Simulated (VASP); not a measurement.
Set up this calculation in VASP 6.6.1, as the native input.

```yaml
Task: single point
Functional: LDA
Potentials_or_basis: VASP PAW LDA potentials, release 64 (Sc_sv, Ga_d)
Cutoff: 520 eV
k_mesh: 9 × 9 × 9
Occupations: fermi-dirac, width 0.05 eV
Spin: no spin polarisation
Dipole_correction: no
Further_INCAR_settings: ALGO = Normal; EDIFF = 1e-07; NBANDS = 33
```

The structure of ScGa3 lies in POSCAR:

```
ScGa3
1.0
    4.0950000000      0.0000000000      0.0000000000
    0.0000000000      4.0950000000      0.0000000000
    0.0000000000      0.0000000000      4.0950000000
Sc Ga
1 3
Direct
    0.0000000000      0.0000000000      0.0000000000
    0.0000000000      0.5000000000      0.5000000000
    0.5000000000      0.0000000000      0.5000000000
    0.5000000000      0.5000000000      0.0000000000
```

One way to write it, as run:

INCAR

```
SYSTEM = ScGa3
PREC = Accurate
ENCUT = 520
EDIFF = 1E-7
ISMEAR = -1
SIGMA = 0.05
LREAL = .FALSE.
LASPH = .TRUE.
NELM = 100
ALGO = Normal
ISIF = 2
LWAVE = .FALSE.
LCHARG = .FALSE.
NBANDS = 33
```

KPOINTS

```
Automatic mesh
0
G
  9 9 9
  0 0 0
```

Potentials or basis: VASP PAW LDA potentials, release 64 (Sc_sv, Ga_d).

Launch:

```sh
$ cat potpaw_LDA.64/Sc_sv/POTCAR potpaw_LDA.64/Ga_d/POTCAR > POTCAR
$ mpirun -np 1 vasp_std > vasp.out
```

Results of the run:

```json
{
 "Pressure": "-5.3 GPa",
 "Band gap on the k mesh": "zero (bands 25 and 26 overlap by 3.15 eV)"
}
```

Caveat: the cell stands under tension.

It took 87 s on 1 thread of AMD EPYC 7R13 (shared host), peak memory 0.16 GiB.
